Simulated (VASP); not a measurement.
# Se in VASP: notebook

The runs below take Se through single point, with PBE.

Program: VASP 6.6.1. These are calculated values, not measurements. Logs are shortened: lines on timing, memory, paths and dates and some standing lists are left out, and cuts for length are marked.

### 1 The cell of the first run

The cell holds a sheet with vacuum, 3 atoms: a = 4.265 Å, b = 4.265 Å, c = 17.000 Å, α = 90.00°, β = 90.00°, γ = 90.00°.

The cell was built from a structure type or drawn by symmetry, and may not be a known phase.

### 2 Single point, PBE

INCAR reads:

```
SYSTEM = Se
PREC = Accurate
ENCUT = 520
EDIFF = 1E-7
ISMEAR = 0
SIGMA = 0.1
LREAL = .FALSE.
LASPH = .TRUE.
NELM = 80
ALGO = Normal
ISIF = 2
LWAVE = .FALSE.
LCHARG = .FALSE.
LDIPOL = .TRUE.
IDIPOL = 3
DIPOL = 0.5 0.5 0.500
GGA = PE
NBANDS = 16
```

KPOINTS reads:

```
Automatic mesh
0
G
  4 4 1
  0 0 0
```

POSCAR reads:

```
Se
1.0
    4.2651910000      0.0000000000      0.0000000000
    0.0000000000      4.2651910000      0.0000000000
    0.0000000000      0.0000000000     17.0000000000
Se
3
Direct
    0.5000000000      0.5000000000      0.4185722800
    0.5000000000      0.5000000000      0.5814277200
    0.0000000000      0.0000000000      0.5000000000
```

Potentials or basis: VASP PAW PBE potentials, release 64 (Se).

Run with:

```bash
$ cat potpaw_PBE.64/Se/POTCAR > POTCAR
$ mpirun -np 1 vasp_std > vasp.out
```

OUTCAR:

```text
SYSTEM = Se
   PREC = Accurate
   ENCUT = 520
   EDIFF = 1E-7
   ISMEAR = 0
   LREAL = .FALSE.
   LASPH = .TRUE.
   NELM = 80
   ISIF = 2
   GGA = PE

 ion  position               nearest neighbor table
   1  0.500  0.500  0.419-   2 2.77
   2  0.500  0.500  0.581-   1 2.77
   3  0.000  0.000  0.500-

  LATTYP: Found a simple tetragonal cell.
 ALAT       =     4.2651910000
 C/A-ratio  =     3.9857535102

  Lattice vectors:

 A1 = (   4.2651910000,   0.0000000000,   0.0000000000)
 A2 = (   0.0000000000,   4.2651910000,   0.0000000000)
 A3 = (   0.0000000000,   0.0000000000,  17.0000000000)

Analysis of symmetry for initial positions (statically):
=====================================================================
 Subroutine PRICEL returns:
 Original cell was already a primitive cell.

 Routine SETGRP: Setting up the symmetry group for a
 simple tetragonal supercell.

 Subroutine GETGRP returns: Found 16 space group operations
 (whereof 16 operations were pure point group operations)
 out of a pool of 16 trial point group operations.

The static configuration has the point symmetry D_4h.

Analysis of symmetry for dynamics (positions and initial velocities):
=====================================================================
 Subroutine PRICEL returns:
 Original cell was already a primitive cell.

 Routine SETGRP: Setting up the symmetry group for a
 simple tetragonal supercell.

 Subroutine GETGRP returns: Found 16 space group operations
 (whereof 16 operations were pure point group operations)
 out of a pool of 16 trial point group operations.

The dynamic configuration has the point symmetry D_4h.

 Subroutine INISYM returns: Found 16 space group operations
 (whereof 16 operations are pure point group operations),
 and found     1 'primitive' translations

----------------------------------------------------------------------------------------

                                     Primitive cell

  volume of cell :     309.2615

  direct lattice vectors                    reciprocal lattice vectors
     4.265191000  0.000000000  0.000000000     0.234456089  0.000000000  0.000000000
     0.000000000  4.265191000  0.000000000     0.000000000  0.234456089  0.000000000
     0.000000000  0.000000000 17.000000000     0.000000000  0.000000000  0.058823529

  length of vectors
     4.265191000  4.265191000 17.000000000     0.234456089  0.234456089  0.058823529

  position of ions in fractional coordinates (direct lattice)
     0.500000000  0.500000000  0.418572280
     0.500000000  0.500000000  0.581427720
     0.000000000  0.000000000  0.500000000

  ion indices of the primitive-cell ions
   primitive index   ion index
                 1           1
                 2           2
                 3           3

----------------------------------------------------------------------------------------

 KPOINTS: Automatic mesh

Automatic generation of k-mesh.
 Grid dimensions read from file:
 generate k-points for:    4    4    1

 Generating k-lattice:

  Cartesian coordinates                     Fractional coordinates (reciprocal lattice)
     0.058614022  0.000000000  0.000000000     0.250000000  0.000000000  0.000000000
     0.000000000  0.058614022  0.000000000     0.000000000  0.250000000  0.000000000
     0.000000000  0.000000000  0.058823529     0.000000000  0.000000000  1.000000000

  Length of vectors
     0.058614022  0.058614022  0.058823529

  Shift w.r.t. Gamma in fractional coordinates (k-lattice)
     0.000000000  0.000000000  0.000000000

 Subroutine IBZKPT returns following result:
 ===========================================

 Found      6 irreducible k-points:

 Following reciprocal coordinates:
            Coordinates               Weight
  0.000000  0.000000  0.000000      1.000000
  0.250000  0.000000  0.000000      4.000000
  0.500000  0.000000  0.000000      2.000000
  0.250000  0.250000  0.000000      4.000000
  0.500000  0.250000  0.000000      4.000000
  0.500000  0.500000  0.000000      1.000000
   k-points           NKPTS =      6   k-points in BZ     NKDIM =      6   number of bands    NBANDS=     16
   number of dos      NEDOS =    301   number of ions     NIONS =      3
   total plane-waves  NPLWV = 129024
   dimension x,y,z NGX =    32 NGY =   32 NGZ =  126
   dimension x,y,z NGXF=    64 NGYF=   64 NGZF=  252
   ions per type =               3
   NGX,Y,Z   is equivalent  to a cutoff of  12.47, 12.47, 12.32 a.u.
   NGXF,Y,Z  is equivalent  to a cutoff of  24.95, 24.95, 24.64 a.u.
 SYSTEM =  Se
   PREC   = accura    normal or accurate (medium, high low for compatibility)
   ISTART =      0    job   : 0-new  1-cont  2-samecut
   ICHARG =      2    charge: 1-file 2-atom 10-const
   ISPIN  =      1    spin polarized calculation?
   LNONCOLLINEAR =      F non collinear calculations
   LSORBIT =      F    spin-orbit coupling
   LASPH  =      T    aspherical Exc in radial PAW
   ENCUT  =  520.0 eV  38.22 Ry    6.18 a.u.   7.93  7.93 31.61*2*pi/ulx,y,z
   NELM   =     80;   NELMIN=  2; NELMDL= -5     # of ELM steps
   EDIFF  = 0.1E-06   stopping-criterion for ELM
   LREAL  =      F    real-space projection
   EDIFFG = 0.1E-05   stopping-criterion for IOM
   NSW    =      0    number of steps for IOM
   IBRION =     -1    ionic relax: 0-MD 1-quasi-New 2-CG
   NFREE  =      0    steps in history (QN), initial steepest desc. (CG)
   ISIF   =      2    stress and relaxation
   ISYM   =      2    0-nonsym 1-usesym 2-fastsym
   POTIM  = 0.5000    time-step for ionic-motion
   TEBEG  =    0.0;   TEEND  =   0.0 temperature during run
   PSTRESS=    0.0 pullay stress
   NELECT =      18.0000    total number of electrons
   NUPDOWN=      -1.0000    fix difference up-down
   EMIN   =  10.00;   EMAX   =-10.00  energy-range for DOS
   EFERMI =   0.00;   METHOD = LEGACY
   ISMEAR =     0;   SIGMA  =   0.10  broadening in eV -4-tet -1-fermi 0-gaus
   EFERMI_NEDOS =   21; number of points for ismear=-14 and -15
   IALGO  =     38    algorithm
   IMIX   =      4    mixing-type and parameters
     AMIX     =   0.40;   BMIX     =  1.00
     AMIX_MAG =   1.60;   BMIX_MAG =  1.00
  volume/ion in A,a.u.               =     103.09       695.67
  Fermi-wavevector in a.u.,A,eV,Ry     =   0.634440  1.198917  5.476532  0.402514
  Thomas-Fermi vector in A             =   1.698436
   LORBIT       =      0    0 simple, 1 ext, 2 COOP (PROOUT), +10 PAW based schemes
   GGA     = PE    functional components
   LHFCALC =     F    Hartree Fock is set to
   AEXX    =    0.0000 exact exchange contribution
   IVDW    =     0    specifies the selected vdW correction
   LEPSILON=     F    determine dielectric tensor
   LRPA    =     F    only Hartree local field effects (RPA)
 non-spin polarized calculation
 Gauss-broadening in eV      SIGMA  =   0.10
  energy-cutoff  :      520.00
  volume of cell :      309.26
 maximum number of plane-waves:      8352
 NGX is ok and might be reduce to    32
   NGX = 15   NGY = 15   NGZ = 63

 number of electron      17.9999994 magnetization

 dipolmoment           0.000000      0.000000     -0.000000 electrons x Angstroem

 Free energy of the ion-electron system (eV)
  ---------------------------------------------------
  ext. energy  EPLUGINS =         0.00000000
  ---------------------------------------------------
  free energy    TOTEN  =        -7.39394455 eV

  energy without entropy =       -7.37444147  energy(sigma->0) =       -7.38419301

 E-fermi :  -2.8995     XC(G=0):  -3.1936

 val. band max:       -3.0371111248   @ k =   0.2500   0.0000   0.0000
 cond. band min:      -2.8973591797   @ k =   0.5000   0.2500   0.0000
 fundamental gap:      0.1397519451
 Fermi energy:        -2.8994686252

 k-point     1 :       0.0000    0.0000    0.0000
  band No.  band energies     occupation
      1     -16.5293      2.00000
      2     -14.6510      2.00000
      3     -14.3700      2.00000
      4      -6.1538      2.00000
      5      -5.5793      2.00000
      6      -5.5793      2.00000
      7      -4.3018      2.00000
      8      -3.3189      2.00000
      9      -3.3189      2.00000
     10      -2.4561      0.00000
     11      -2.0500      0.00000
     12      -2.0500      0.00000
     13       1.3470      0.00000
     14       1.9364      0.00000
     15       2.3803      0.00000
     16       2.4912      0.00000

 k-point     2 :       0.2500    0.0000    0.0000
  band No.  band energies     occupation
      1     -16.2740      2.00000
      2     -14.6780      2.00000
      3     -14.5886      2.00000
      4      -6.4336      2.00000
      5      -5.1991      2.00000
      6      -5.1916      2.00000
      7      -5.1864      2.00000
      8      -3.2325      2.00000
      9      -3.0371      1.94841
     10      -2.7579      0.04535
     11      -2.7462      0.03015
     12      -2.2098      0.00000
     13       1.8522      0.00000
     14       2.3099      0.00000
     15       2.9916      0.00000
     16       3.7406      0.00000

 k-point     3 :       0.5000    0.0000    0.0000
  band No.  band energies     occupation
      1     -15.8228      2.00000
      2     -15.1866      2.00000
      3     -14.5238      2.00000
      4      -6.4916      2.00000
      5      -5.7568      2.00000
      6      -4.9056      2.00000
      7      -4.2879      2.00000
      8      -3.9667      2.00000
      9      -3.8830      2.00000
     10      -3.1413      1.99937
     11      -2.2953      0.00000
     12      -2.1479      0.00000
     13       2.4525      0.00000
     14       3.3622      0.00000
     15       3.3764      0.00000
     16       3.5162      0.00000

 k-point     4 :       0.2500    0.2500    0.0000
  band No.  band energies     occupation
      1     -16.0675      2.00000
      2     -14.8326      2.00000
      3     -14.5323      2.00000
      4      -6.3721      2.00000
      5      -6.2906      2.00000
      6      -5.1798      2.00000
      7      -4.8590      2.00000
      8      -3.8460      2.00000
      9      -3.5587      2.00000
     10      -2.6169      0.00006
     11      -2.1749      0.00000
     12      -1.9624      0.00000
     13       2.1907      0.00000
     14       2.7536      0.00000
     15       3.3072      0.00000
     16       4.5319      0.00000

 k-point     5 :       0.5000    0.2500    0.0000
  band No.  band energies     occupation
      1     -15.7498      2.00000
      2     -15.1042      2.00000
      3     -14.4740      2.00000
      4      -6.5581      2.00000
      5      -6.2535      2.00000
      6      -5.7633      2.00000
      7      -5.3701      2.00000
      8      -3.7726      2.00000
      9      -2.8974      0.97620
     10      -2.6301      0.00014
     11      -2.3574      0.00000
     12      -2.2097      0.00000
     13       3.1140      0.00000
     14       3.6895      0.00000
     15       3.7868      0.00000
     16       4.2176      0.00000

 k-point     6 :       0.5000    0.5000    0.0000
  band No.  band energies     occupation
      1     -15.6733      2.00000
      2     -15.0172      2.00000
      3     -14.4228      2.00000
      4      -6.9709      2.00000
      5      -6.9709      2.00000
      6      -5.9842      2.00000
      7      -4.3048      2.00000
      8      -4.2849      2.00000
      9      -4.2849      2.00000
     10      -2.1204      0.00000
     11      -1.8945      0.00000
     12      -1.8945      0.00000
     13       3.7755      0.00000
     14       4.6383      0.00000
     15       4.6383      0.00000
     16       5.0764      0.00000

------------------------ aborting loop because EDIFF is reached ----------------------------------------

 vacuum level on the upper side and lower side of the slab       (xc-potential included)        -0.062        -0.062

  FORCE on cell =-STRESS in cart. coord.  units (eV):
  Direction    XX          YY          ZZ          XY          YZ          ZX
  --------------------------------------------------------------------------------------
  -------------------------------------------------------------------------------------
  Total       -3.9175246     -3.9175246     -8.2759275      0.0000000      0.0000000      0.0000000
  in kB      -20.2953444    -20.2953444    -42.8747271      0.0000000      0.0000000      0.0000000
  external PRESSURE =     -27.8218053 kB  Pullay stress =       0.0000000 kB

 VOLUME and BASIS-vectors are now :
 -----------------------------------------------------------------------------
  energy-cutoff  :      520.00
  volume of cell :      309.26
      direct lattice vectors                 reciprocal lattice vectors
     4.265191000  0.000000000  0.000000000     0.234456089  0.000000000  0.000000000
     0.000000000  4.265191000  0.000000000     0.000000000  0.234456089  0.000000000
     0.000000000  0.000000000 17.000000000     0.000000000  0.000000000  0.058823529

 POSITION                                       TOTAL-FORCE (eV/Angst)
 -----------------------------------------------------------------------------------
      2.13260      2.13260      7.11573         0.000000     -0.000000      2.988649
      2.13260      2.13260      9.88427         0.000000      0.000000     -2.988649
      0.00000      0.00000      8.50000         0.000000      0.000000     -0.000000
 -----------------------------------------------------------------------------------
    total drift:                                0.000000     -0.000000     -0.000000

  FREE ENERGIE OF THE ION-ELECTRON SYSTEM (eV)
  ---------------------------------------------------
  free  energy   TOTEN  =        -7.3939445537 eV

  energy  without entropy=       -7.3744414655  energy(sigma->0) =       -7.38419301

 vacuum level on the upper side and lower side of the slab         1.805         1.805
```

Wall time 35 s (1 thread of AMD EPYC 7R13 (Zen 3), shared host); peak memory 0.3 GiB.

What came out:

- Free energy: -7.3939 eV
- Largest force: 2.989 eV/Å
- Band gap on the k mesh: zero (bands 9 and 10 overlap by 0.24 eV)

Forces on the atoms (eV/Å):
```
Se   0.000  0.000  2.989
Se   0.000  0.000 -2.989
Se   0.000  0.000  0.000
```

Caveat: the k points lie up to 0.37 Å⁻¹ apart.

### 3 Single point, PBE

This run uses another cell than the first one.

INCAR reads:

```
SYSTEM = Se
PREC = Accurate
ENCUT = 520
EDIFF = 1E-6
ISMEAR = 0
SIGMA = 0.1
LREAL = .False.
LASPH = .True.
NELM = 100
ALGO = Normal
ISIF = 2
LWAVE = .False.
LCHARG = .False.
LDIPOL = .True.
IDIPOL = 3
DIPOL = 0.5 0.5 0.290
GGA = PE
NBANDS = 16
```

KPOINTS reads:

```
Automatic mesh
0
Gamma
  12 12 1
  0 0 0
```

POSCAR reads:

```
Se
1.0
    3.8962961925      0.0000000000      0.0000000000
    0.0000000000      3.8962961925      0.0000000000
    0.0000000000      0.0000000000     29.3370849600
Se
3
Direct
    0.5000000000      0.5000000000      0.2503083736
    0.5000000000      0.5000000000      0.3291629687
    0.0000000000      0.0000000000      0.2897356711
```

Potentials or basis: VASP PAW PBE potentials, release 64 (Se).

Run with:

```bash
$ cat potpaw_PBE.64/Se/POTCAR > POTCAR
$ mpirun -np 1 vasp_std > vasp.out
```

It took 3.1 min on 1 thread of AMD EPYC 7R13 (Zen 3), shared host; peak memory 0.49 GiB.

The run converged. Its results:

```
Free energy            : -8.8196 eV
Largest force          : 0.036 eV/Å
Band gap on the k mesh : zero (bands 9 and 10 overlap by 0.48 eV)
```

Forces in eV/Å, atoms in the order of the input:
```
Se   0.000  0.000 -0.036
Se   0.000  0.000  0.036
Se   0.000  0.000  0.000
```

Levels at points of the mesh, in eV from the Fermi level:
| k point | band 6 | band 7 | band 8 | band 9 | band 10 | band 11 | band 12 | band 13 |
| --- | --- | --- | --- | --- | --- | --- | --- | --- |
| (0.00, 0.00, 0.00) | -4.28 | -1.76 | -0.38 | -0.38 | 1.26 | 1.47 | 1.47 | 3.75 |
| (0.50, 0.00, 0.00) | -2.81 | -2.58 | -1.82 | -1.74 | -0.04 | 1.44 | 1.80 | 4.49 |
| (0.50, 0.50, 0.00) | -4.23 | -2.13 | -2.00 | -2.00 | 1.83 | 1.83 | 2.23 | 6.66 |

### 4 Single point, PBE

This run uses another cell than the first one.

INCAR reads:

```
SYSTEM = Se
ALGO = Normal
DIPOL = 0.5 0.5 0.290
EDIFF = 1E-6
ENCUT = 520
GGA = PE
IDIPOL = 3
ISIF = 2
ISMEAR = 0
LASPH = .TRUE.
LCHARG = .FALSE.
LDIPOL = .TRUE.
LREAL = .FALSE.
LWAVE = .FALSE.
NBANDS = 16
NELM = 60
PREC = Accurate
SIGMA = 0.1
```

KPOINTS reads:

```
k-points
0
G
  12 12 1
  0 0 0
```

POSCAR reads:

```
Se
1.0
    3.9331899128      0.0000000000      0.0000000000
    0.0000000000      3.9331899128      0.0000000000
    0.0000000000      0.0000000000     29.3370849600
Se
3
Direct
    0.5000000000      0.5000000000      0.2502975617
    0.5000000000      0.5000000000      0.3291737806
    0.0000000000      0.0000000000      0.2897356711
```

Run with:

```bash
$ cat potpaw_PBE.64/Se/POTCAR > POTCAR
$ mpirun -np 1 vasp_std > vasp.out
```

Wall time 3.1 min (1 thread of AMD EPYC 7R13 (Zen 3), shared host); peak memory 0.49 GiB.

It converged, with:

```yaml
Free_energy: -8.8141 eV
Largest_force: 0.013 eV/Å
Band_gap_on_the_k_mesh: zero (bands 9 and 10 overlap by 0.47 eV)
```

Forces in eV/Å, atoms in the order of the input:
```
Se   0.000  0.000  0.013
Se   0.000  0.000 -0.013
Se   0.000  0.000  0.000
```

Levels at points of the mesh, in eV from the Fermi level:
```tsv
k point	band 5	band 6	band 7	band 8	band 9	band 10	band 11	band 12	band 13	band 14
(0.00, 0.00, 0.00)	-4.18	-4.18	-1.72	-0.34	-0.34	1.34	1.40	1.40	3.83	4.00
(0.50, 0.00, 0.00)	-3.96	-2.79	-2.54	-1.80	-1.68	-0.02	1.40	1.87	4.58	6.02
(0.50, 0.50, 0.00)	-6.14	-4.18	-2.04	-1.89	-1.89	1.79	1.79	2.27	6.69	7.32
```

### 5 Summary

```csv
cell,k mesh,gap on the mesh (eV),largest force (eV/Å)
"a = 4.265, b = 4.265, c = 17.000 Å, 3 atoms, atomic positions A",4 × 4 × 1,none,2.99
"a = 3.896, b = 3.896, c = 29.337 Å, 3 atoms, atomic positions B",12 × 12 × 1,none,0.04
"a = 3.933, b = 3.933, c = 29.337 Å, 3 atoms, atomic positions B",12 × 12 × 1,none,0.01
```

Alike in all rows: task single point; level PBE; potentials or basis VASP PAW PBE potentials, release 64 (Se); no spin polarisation; cutoff (eV) 520; smearing gaussian 0.1 eV.

Caveats: some runs use coarse meshes.

Absolute energies hang on the potentials; compare differences alone.
